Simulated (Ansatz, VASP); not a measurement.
KF: VASP beside Ansatz

```
K F
1.0
     3.25895    0.00000    0.00000
     0.00000    3.25895    0.00000
     0.00000    0.00000    3.25895
K F
1 1
Direct
  0.00000 0.00000 0.00000
  0.50000 0.50000 0.50000
```

Alike in both runs: task single point; functional PBEsol; k mesh 8 × 8 × 8; occupations gaussian, width 0.1 eV; collinear spin.

|  | VASP | Ansatz |
| --- | --- | --- |
| version | VASP 6.6.1 | Ansatz 0.2.0 |
| potentials or method | VASP PAW PBE potentials, release 64 (K_sv, F), cutoff 520 eV | all-electron PAW datasets made for the crystal |

Ansatz gave:

| Quantity | Value |
| --- | --- |
| gap on the k mesh at the Fermi level (eV) | 6.11 |
| least direct gap on the mesh (eV) | 6.16 |
| pressure (GPa) | -2.5 |
| net moment per atom (μB) | 0.00 |

Q: Estimate VASP's values.

A: gap on the k mesh at the Fermi level (eV): 6.10; least direct gap on the mesh (eV): 6.15; pressure (GPa): -2.5; net moment per atom (μB): 0.00.

VASP's potentials were made for PBE, not for PBEsol. Ansatz ran all-electron here, and VASP with PAW potentials.
